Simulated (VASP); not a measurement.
# TiC (I4/mmm) in VASP: notebook, part 2 of 2

VASP 6.6.1. Earlier steps stand in the parts before.

## Step 3: Single point, PBE

INCAR reads:

```
SYSTEM = TiC
ALGO = Normal ; EDIFF = 1E-6
ENCUT = 520 ; GGA = PE
ISIF = 2 ; ISMEAR = 0
LASPH = .TRUE. ; LCHARG = .FALSE.
LREAL = .FALSE. ; LWAVE = .FALSE.
NBANDS = 15 ; NELM = 60
PREC = Accurate ; SIGMA = 0.15
```

KPOINTS reads:

```
k-points
0
G
  20 20 20
  0 0 0
```

POSCAR reads:

```
TiC
1.0
    0.0000000000      2.1290906697      2.2355452032
    2.1290906697      0.0000000000      2.2355452032
    2.1290906697      2.1290906697      0.0000000000
Ti C
1 1
Direct
    0.0000000000      0.0000000000      0.0000000000
    0.5000000000      0.5000000000      0.5000000000
```

Potentials or basis: VASP PAW PBE potentials, release 64 (Ti_sv, C).

On the command line:

```console
$ cat potpaw_PBE.64/Ti_sv/POTCAR potpaw_PBE.64/C/POTCAR > POTCAR
$ mpirun -np 1 vasp_std > vasp.out
```

OUTCAR:

```text
SYSTEM = TiC
   EDIFF = 1E-6
   ENCUT = 520
   GGA = PE
   ISIF = 2
   ISMEAR = 0
   LASPH = .TRUE.
   LREAL = .FALSE.
   NELM = 60
   PREC = Accurate

 ion  position               nearest neighbor table
   1  0.000  0.000  0.000-   2 2.13   2 2.13   2 2.13   2 2.13   2 2.24   2 2.24
   2  0.500  0.500  0.500-   1 2.13   1 2.13   1 2.13   1 2.13   1 2.24   1 2.24

  LATTYP: Found a body centered tetragonal cell.
 ALAT       =     3.0109889006
 C/A-ratio  =     1.4849242405

  Lattice vectors:

 A1 = (  -2.1290906697,   0.0000000000,   2.2355452032)
 A2 = (   2.1290906697,   0.0000000000,   2.2355452032)
 A3 = (   0.0000000000,   2.1290906697,  -2.2355452032)

Analysis of symmetry for initial positions (statically):
=====================================================================
 Subroutine PRICEL returns:
 Original cell was already a primitive cell.

 Routine SETGRP: Setting up the symmetry group for a
 body centered tetragonal supercell.

 Subroutine GETGRP returns: Found 16 space group operations
 (whereof 16 operations were pure point group operations)
 out of a pool of 16 trial point group operations.

The static configuration has the point symmetry D_4h.

Analysis of symmetry for dynamics (positions and initial velocities):
=====================================================================
 Subroutine PRICEL returns:
 Original cell was already a primitive cell.

 Routine SETGRP: Setting up the symmetry group for a
 body centered tetragonal supercell.

 Subroutine GETGRP returns: Found 16 space group operations
 (whereof 16 operations were pure point group operations)
 out of a pool of 16 trial point group operations.

The dynamic configuration has the point symmetry D_4h.

 Subroutine INISYM returns: Found 16 space group operations
 (whereof 16 operations are pure point group operations),
 and found     1 'primitive' translations

----------------------------------------------------------------------------------------

                                     Primitive cell

  volume of cell :      20.2676

  direct lattice vectors                    reciprocal lattice vectors
[... 119 lines left out ...]
 Gauss-broadening in eV      SIGMA  =   0.15
  energy-cutoff  :      520.00
  volume of cell :       20.27
 maximum number of plane-waves:       560
   NGX = 11   NGY = 11   NGZ = 11

 number of electron      16.0000001 magnetization

 Free energy of the ion-electron system (eV)
  ---------------------------------------------------
  ext. energy  EPLUGINS =         0.00000000
  ---------------------------------------------------
  free energy    TOTEN  =       -18.67280994 eV

  energy without entropy =      -18.66966771  energy(sigma->0) =      -18.67123882

 E-fermi :   9.4531     XC(G=0): -12.7054

 val. band max:        9.4523741991   @ k =   0.1500   0.1000   0.0500
 cond. band min:       9.4632030095   @ k =  -0.0500   0.3000   0.2500
 fundamental gap:      0.0108288104
 Fermi energy:         9.4531346259

 k-point     1 :       0.0000    0.0000    0.0000
  band No.  band energies     occupation
      1     -47.1318      2.00000
      2     -23.2079      2.00000
      3     -23.1300      2.00000
      4     -23.1300      2.00000
      5      -2.9685      2.00000
      6       9.9023      0.00002
      7      10.2668      0.00000
      8      10.2668      0.00000
      9      10.9246      0.00000
     10      11.0010      0.00000
     11      11.1830      0.00000
     12      11.1830      0.00000
     13      11.3443      0.00000
     14      20.0167      0.00000
[... 401 lines left out ...]
      2     -23.5773      2.00000
      3     -23.2538      2.00000
      4     -23.1501      2.00000
      5      -0.3681      2.00000
      6       4.7804      2.00000
      7       6.8353      2.00000
      8       6.8397      2.00000
      9      11.8007      0.00000
     10      12.1001      0.00000
     11      13.1011      0.00000
     12      16.0583      0.00000
     13      17.5361      0.00000
     14      19.0416      0.00000
     15      24.5571      0.00000

 [... further k-points ...]

------------------------ aborting loop because EDIFF is reached ----------------------------------------

  FORCE on cell =-STRESS in cart. coord.  units (eV):
  Direction    XX          YY          ZZ          XY          YZ          ZX
  --------------------------------------------------------------------------------------
  -------------------------------------------------------------------------------------
  Total        1.0406470      1.0406470     -1.2496921      0.0000000     -0.0000000      0.0000000
  in kB       82.2644621     82.2644621    -98.7897370      0.0000000     -0.0000000      0.0000000
  external PRESSURE =      21.9130624 kB  Pullay stress =       0.0000000 kB

 VOLUME and BASIS-vectors are now :
 -----------------------------------------------------------------------------
  energy-cutoff  :      520.00
  volume of cell :       20.27
      direct lattice vectors                 reciprocal lattice vectors
     0.000000000  2.129090670  2.235545203    -0.234842042  0.234842042  0.223659087
     2.129090670  0.000000000  2.235545203     0.234842042 -0.234842042  0.223659087
     2.129090670  2.129090670  0.000000000     0.234842042  0.234842042 -0.223659087

 POSITION                                       TOTAL-FORCE (eV/Angst)
 -----------------------------------------------------------------------------------
      0.00000      0.00000      0.00000         0.000000      0.000000      0.000000
      2.12909      2.12909      2.23555        -0.000000     -0.000000     -0.000000
 -----------------------------------------------------------------------------------
    total drift:                                0.000000     -0.000000     -0.000000

  FREE ENERGIE OF THE ION-ELECTRON SYSTEM (eV)
  ---------------------------------------------------
  free  energy   TOTEN  =       -18.6728099351 eV

  energy  without entropy=      -18.6696677125  energy(sigma->0) =      -18.67123882
```

stdout:

```text
POSCAR found type information on POSCAR TiC
 POSCAR found :  2 types and       2 ions
 scaLAPACK will be used
 LDA part: xc-table for (Slater+PW92), standard interpolation
 POSCAR, INCAR and KPOINTS ok, starting setup
 FFT: planning ... GRIDC
 FFT: planning ... GRID_SOFT
 FFT: planning ... GRID
 WAVECAR not read
 entering main loop
```

Wall time 2.7 min (1 thread of Intel Xeon 8259CL, shared host); peak memory 0.3 GiB.

Results:

```
Free energy            : -18.6728 eV
Pressure               : 2.2 GPa
Band gap on the k mesh : zero (bands 8 and 9 overlap by 1.38 eV)
```

Levels at points of the mesh, in eV from the Fermi level:
```
           k point  band 5  band 6  band 7  band 8  band 9  band 10  band 11  band 12
(0.00, 0.00, 0.00)  -12.42    0.45    0.81    0.81    1.47     1.55     1.73     1.73
(0.50, 0.00, 0.00)   -8.92   -5.86   -2.98   -2.89    2.82     3.02     4.13     7.79
(0.50, 0.50, 0.00)  -10.21   -3.77   -1.58    0.20    0.20     2.71     3.49     3.49
(0.50, 0.00, 0.50)  -10.11   -3.26   -1.65   -0.16   -0.15     2.69     3.36     3.69
```
